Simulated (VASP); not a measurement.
Here is a VASP 6.6.1 calculation.

The input INCAR:

```
SYSTEM = Nb
ALGO = Normal
EDIFF = 1E-7
ENCUT = 520
GGA = PS
ISIF = 2
ISMEAR = -1
LASPH = .True.
LCHARG = .False.
LREAL = .False.
LWAVE = .False.
NBANDS = 12
NELM = 60
PREC = Accurate
SIGMA = 0.05
```

KPOINTS

```
k-points
0
Gamma
  17 17 15
  0 0 0
```

File POSCAR:

```
Nb
1.0
    2.6358838995      0.0000000000      0.0000000000
   -1.3179419498      2.2827424184      0.0000000000
    0.0000000000      0.0000000000      2.4965737760
Nb
1
Direct
    0.0000000000      0.0000000000      0.0000000000
```

Potentials or basis: VASP PAW PBE potentials, release 64 (Nb_sv).

Command:

```console
$ cat potpaw_PBE.64/Nb_sv/POTCAR > POTCAR
$ mpirun -np 1 vasp_std > vasp.out
```

(1) Predict the pressure.

Results:

(1) 50.9 GPa.

Caveat: the PAW data sets were made with another functional, which shifts forces and pressure a little.
